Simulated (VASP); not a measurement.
A run of VASP 6.6.1:

File INCAR:

```
SYSTEM = TiO2
ALGO = Normal ; EDIFF = 1E-7
ENCUT = 520 ; GGA = PE
ISIF = 2 ; ISMEAR = 0
LASPH = .TRUE. ; LCHARG = .FALSE.
LREAL = .FALSE. ; LWAVE = .FALSE.
NBANDS = 33 ; NELM = 100
PREC = Accurate ; SIGMA = 0.02
```

Contents of KPOINTS:

```
k-points
0
G
  10 10 10
  0 0 0
```

File POSCAR:

```
TiO2
1.0
   -1.9101815802      1.9101815802      4.9388296339
    1.9101815802     -1.9101815802      4.9388296339
    1.9101815802      1.9101815802     -4.9388296339
Ti O
2 4
Direct
    0.0000000000      0.0000000000      0.0000000000
    0.7500000000      0.2500000000      0.5000000000
    0.2044250407      0.2044250407      0.0000000000
    0.9544250407      0.4544250407      0.5000000000
    0.5455749593      0.0455749593      0.5000000000
    0.7955749593      0.7955749593      0.0000000000
```

Potentials or basis: VASP PAW PBE potentials, release 64 (Ti_sv, O).

Run with:

```console
$ cat potpaw_PBE.64/Ti_sv/POTCAR potpaw_PBE.64/O/POTCAR > POTCAR
$ mpirun -np 1 vasp_std > vasp.out
```

Hardware: 1 thread of Intel Xeon 8259CL, on a shared host.

Task: How long does it take, and how much memory?

Result: Run time: 8.4 min on 1 thread of Intel Xeon 8259CL, on a shared host, peak memory 0.38 GiB. Counts: scf iterations 17, k points 102.
